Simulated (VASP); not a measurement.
Nb3Te2Mo: single point with PBE

Nb3Te2Mo:

```
Nb Te Mo
1.0
     3.42807    0.00000    0.00000
     0.00000    3.42807    0.00000
     0.00000    0.00000   22.67926
Nb Te Mo
6 4 2
Direct
  0.00000 0.00000 0.29251
  0.00000 0.00000 0.79251
  0.50000 0.50000 0.09091
  0.50000 0.50000 0.59091
  0.00000 0.00000 0.15957
  0.00000 0.00000 0.65957
  0.00000 0.00000 0.02264
  0.00000 0.00000 0.52264
  0.50000 0.50000 0.36244
  0.50000 0.50000 0.86244
  0.50000 0.50000 0.22693
  0.50000 0.50000 0.72693
```

```
Program             : VASP 6.6.1
Task                : single point
Functional          : PBE
Potentials or basis : VASP PAW PBE potentials, release 64 (Nb_sv, Te, Mo_sv)
Cutoff              : 520 eV
k mesh              : 6 × 6 × 1
Occupations         : gaussian, width 0.2 eV
Spin                : no spin polarisation
```

* Pressure: 0.0 GPa
* Largest force: 0.039 eV/Å
* Band gap on the k mesh: zero (bands 65 and 66 overlap by 0.81 eV)

Forces on the atoms (eV/Å):
```
Nb   0.000  0.000 -0.004
Nb   0.000  0.000 -0.004
Nb   0.000  0.000 -0.010
Nb   0.000  0.000 -0.010
Nb   0.000  0.000  0.012
Nb   0.000  0.000  0.012
Te   0.000  0.000  0.039
Te   0.000  0.000  0.039
Te   0.000  0.000 -0.021
Te   0.000  0.000 -0.021
Mo   0.000  0.000 -0.016
Mo   0.000  0.000 -0.016
```

Stress tensor (GPa, compression positive):
```
 0.16  0.00  0.00
 0.00  0.16  0.00
 0.00  0.00 -0.37
```

Levels at points of the mesh, in eV from the Fermi level:
| k point | band 63 | band 64 | band 65 | band 66 | band 67 | band 68 |
| --- | --- | --- | --- | --- | --- | --- |
| (0.00, 0.00, 0.00) | -0.45 | -0.45 | -0.16 | -0.01 | 0.44 | 0.44 |
| (0.50, 0.00, 0.00) | -0.76 | -0.66 | 0.72 | 0.80 | 0.86 | 0.91 |
| (0.50, 0.50, 0.00) | -0.16 | -0.16 | 0.70 | 0.72 | 0.87 | 0.97 |

It took 15 min on 1 thread of AMD EPYC 9R45 96-Core Processor (Zen 5), with other jobs on the host, peak memory 0.43 GiB.

Caveat: spin-orbit coupling is left out, which moves the levels of the heavy elements; this functional lacks dispersion, which binds the layers, so the pressure and a relaxed spacing across them are unreliable.
